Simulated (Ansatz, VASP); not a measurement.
# ScSb3S in VASP and in Ansatz

```
CELL_PARAMETERS angstrom
5.46298 0.00000 0.00000
0.00000 5.46298 0.00000
0.00000 0.00000 5.46298
ATOMIC_POSITIONS crystal
Sc 0.50000 0.50000 0.50000
Sb 0.00000 0.50000 0.50000
Sb 0.50000 0.00000 0.50000
Sb 0.50000 0.50000 0.00000
S 0.00000 0.00000 0.00000
```

Alike in both runs: task single point; functional PBE; k mesh 4 × 4 × 4; occupations gaussian, width 0.1 eV; no spin polarisation.

|  | VASP | Ansatz |
| --- | --- | --- |
| version | VASP 6.6.1 | Ansatz 0.2.0 |
| potentials or method | VASP PAW PBE potentials, release 64 (Sc_sv, Sb, S), cutoff 520 eV | scalar-relativistic, plane waves, PAW |
| valence electrons in the cell | 32 | 62 |

Ansatz gave:

* gap on the k mesh at the Fermi level (eV): none
* pressure (GPa): -1.0

Q: What did VASP give for the same quantities?

A: gap on the k mesh at the Fermi level (eV): none; pressure (GPa): -1.1.

A gap of «none» marks a metal or a gap that the smearing closes. With one functional, cell and mesh, what is left measures potentials, basis and numerics. VASP's potentials hold 32 valence electrons a cell and Ansatz's 62, so a difference there can come from the potentials and not from the codes.

Spin-orbit coupling is off throughout.
